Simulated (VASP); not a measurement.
Write the native input for VASP 6.6.1 that does the following.

* Task: single point
* Functional: r2SCAN
* Potentials or basis: VASP PAW PBE potentials, release 64 (Mo_sv)
* Cutoff: 520 eV
* k mesh: 18 × 18 × 18
* Occupations: gaussian, width 0.15 eV
* Spin: no spin polarisation
* Dipole correction: no
* Further INCAR settings: ALGO = Normal; EDIFF = 1e-07; NBANDS = 13

Crystal: Mo.

```
Mo
1.0
     2.77654    0.00000    0.00000
    -1.38827    2.40456    0.00000
     0.00000    0.00000    2.63184
Mo
1
Cartesian
  0.0000 0.0000 1.3159
```

This cell differs from its parent crystal: strain +0.015 along x and y, +0.030 along z.

The input as run:

POSCAR

```
Mo
1.0
    2.7765430532      0.0000000000      0.0000000000
   -1.3882715266      2.4045568187      0.0000000000
    0.0000000000      0.0000000000      2.6318361210
Mo
1
Direct
    0.0000000000      0.0000000000      0.5000000000
```

INCAR.step1

```
PREC     = Accurate       # precision mode
ENCUT    = 520            # plane-wave cutoff, eV
ISMEAR   = 0              # smearing method
SIGMA    = 0.15           # smearing width, eV
LREAL    = F              # projectors in reciprocal space
LASPH    = T              # aspherical terms in the spheres
NELM     = 100            # most SCF steps
NBANDS   = 13             # bands
GGA      = PE             # functional
ALGO     = Normal         # electronic algorithm
EDIFF    = 1E-4           # SCF threshold, eV
LWAVE    = T              # write WAVECAR
LCHARG   = F              # write CHGCAR
```

INCAR.step2

```
PREC     = Accurate       # precision mode
ENCUT    = 520            # plane-wave cutoff, eV
EDIFF    = 1E-7           # SCF threshold, eV
ISMEAR   = 0              # smearing method
SIGMA    = 0.15           # smearing width, eV
LREAL    = F              # projectors in reciprocal space
LASPH    = T              # aspherical terms in the spheres
NELM     = 100            # most SCF steps
ALGO     = Normal         # electronic algorithm
ISIF     = 2              # what is computed and relaxed
LWAVE    = F              # write WAVECAR
LCHARG   = T              # write CHGCAR
METAGGA  = R2SCAN         # meta-GGA
LMIXTAU  = T            
LELF     = T              # ELF
LVHAR    = T            
NBANDS   = 13             # bands
ISTART   = 1
```

KPOINTS

```
regular mesh
0
Gamma
  18 18 18
```

Potentials or basis: VASP PAW PBE potentials, release 64 (Mo_sv).

The run is started by

```sh
$ cat potpaw_PBE.64/Mo_sv/POTCAR > POTCAR
$ cp INCAR.step1 INCAR
$ mpirun -np 1 vasp_std > vasp.out
$ cp INCAR.step2 INCAR
$ mpirun -np 1 vasp_std > vasp.out
```

Results of the run:

| Item | Value |
| --- | --- |
| Pressure | -10.2 GPa |
| Band gap on the k mesh | zero (bands 7 and 8 overlap by 1.72 eV) |

Caveat: the cell differs from its parent crystal (strain +0.015 along x and y, +0.030 along z); the cell stands under tension; the PAW data sets were made with another functional, which shifts forces and pressure a little.

It took 95 s on 1 thread of Intel(R) Xeon(R) 6975P-C (Granite Rapids), with other jobs on the host, peak memory 0.2 GiB.
